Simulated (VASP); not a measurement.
CdF2: single point with PBE+D3(BJ)

CdF2:

```
CELL_PARAMETERS angstrom
0.00000 2.76071 2.76071
2.76071 0.00000 2.76071
2.76071 2.76071 0.00000
ATOMIC_POSITIONS crystal
Cd 0.00000 0.00000 0.00000
F 0.25000 0.25000 0.25000
F 0.75000 0.75000 0.75000
```

This cell differs from its parent crystal: volume scaled by 1.04.

```yaml
Program: VASP 6.6.1
Task: single point
Functional: PBE
Dispersion: D3(BJ)
Potentials_or_basis: VASP PAW PBE potentials, release 64 (Cd, F)
Cutoff: 520 eV
k_mesh: 8 × 8 × 8
Occupations: gaussian, width 0.05 eV
Spin: no spin polarisation
```

| Item | Value |
| --- | --- |
| Pressure | -3.3 GPa |
| Band gap on the k mesh | 2.81 eV, indirect (least direct gap 3.39 eV) |
| Dispersion energy per atom | -0.155 eV |

Levels at points of the mesh, in eV from the valence-band top:
| k point | band 9 | band 10 | band 11 | band 12 | band 13 | band 14 | band 15 | band 16 | band 17 | band 18 |
| --- | --- | --- | --- | --- | --- | --- | --- | --- | --- | --- |
| (0.00, 0.00, 0.00) | -0.80 | -0.80 | -0.58 | -0.58 | -0.58 | 2.81 | 12.34 | 12.34 | 12.34 | 16.97 |
| (0.50, 0.00, 0.00) | -1.97 | -1.58 | -1.58 | -0.44 | -0.44 | 6.62 | 8.90 | 13.86 | 13.86 | 17.67 |
| (0.50, 0.50, 0.00) | -2.59 | -2.59 | -0.37 | -0.08 | -0.08 | 7.40 | 9.25 | 11.76 | 13.63 | 13.63 |

It took 24 s on 1 thread of Intel(R) Xeon(R) Platinum 8488C (Sapphire Rapids), on a shared host, peak memory 0.18 GiB.

Caveat: three body term missing. A k mesh can miss the band edges.
